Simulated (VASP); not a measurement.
Here is a VASP 6.6.1 calculation.

The input INCAR:

```
PREC = Accurate ; ENCUT = 600
EDIFF = 1E-6 ; ISMEAR = 0
SIGMA = 0.1 ; LREAL = False
LASPH = True ; NELM = 80
ALGO = Normal ; ISIF = 3
LWAVE = False ; LCHARG = False
GGA = PE ; IBRION = 2
NSW = 100 ; EDIFFG = -0.01
```

KPOINTS

```
Automatic mesh
0
Gamma
  12 12 6
```

The input POSCAR:

```
TaO5
1.0
    3.5184295419      0.0000000000      0.0000000000
   -1.7592147710      3.0470493647      0.0000000000
    0.0000000000      0.0000000000      8.6771144749
Ta O
1 5
Direct
    0.0000000000      0.0000000000      0.0000000000
    0.0000000000      0.0000000000      0.2091393671
    0.0000000000      0.0000000000      0.7908606329
    0.5000000000      0.0000000000      0.5000000000
    0.0000000000      0.5000000000      0.5000000000
    0.5000000000      0.5000000000      0.5000000000
```

Potentials or basis: VASP PAW PBE potentials, release 64 (Ta_pv, O).

Launch:

```console
$ cat potpaw_PBE.64/Ta_pv/POTCAR potpaw_PBE.64/O/POTCAR > POTCAR
$ mpirun -np 1 vasp_std > vasp.out
```

What does it give for the relaxed cell?

a = 3.492 Å, b = 3.492 Å, c = 8.701 Å, α = 90.00°, β = 90.00°, γ = 120.00°.

Predict the relaxed volume.

15.31 Å³/atom.

What does it give for the space group after relaxing (to 0.1 Å)?

P6/mmm (No. 191).

Predict the band gap on the k mesh.

zero (an odd number of electrons rules out a gap without spin polarisation).

Final structure:
```xyz
6
Lattice="3.4916 0.0000 0.0000 -1.7458 3.0238 0.0000 0.0000 0.0000 8.7015" Properties=species:S:1:pos:R:3 pbc="T T T"
Ta    3.4916    0.0000    0.0000
O     0.0000    0.0000    1.8209
O     0.0000    0.0000    6.8805
O     1.7458    0.0000    4.3507
O     2.6187    1.5119    4.3507
O     0.8729    1.5119    4.3507
```

Caveat: spin-orbit coupling is left out, which moves the levels of the heavy elements; an odd number of electrons without spin polarisation forces a metal; a magnetic or distorted state may lie lower.
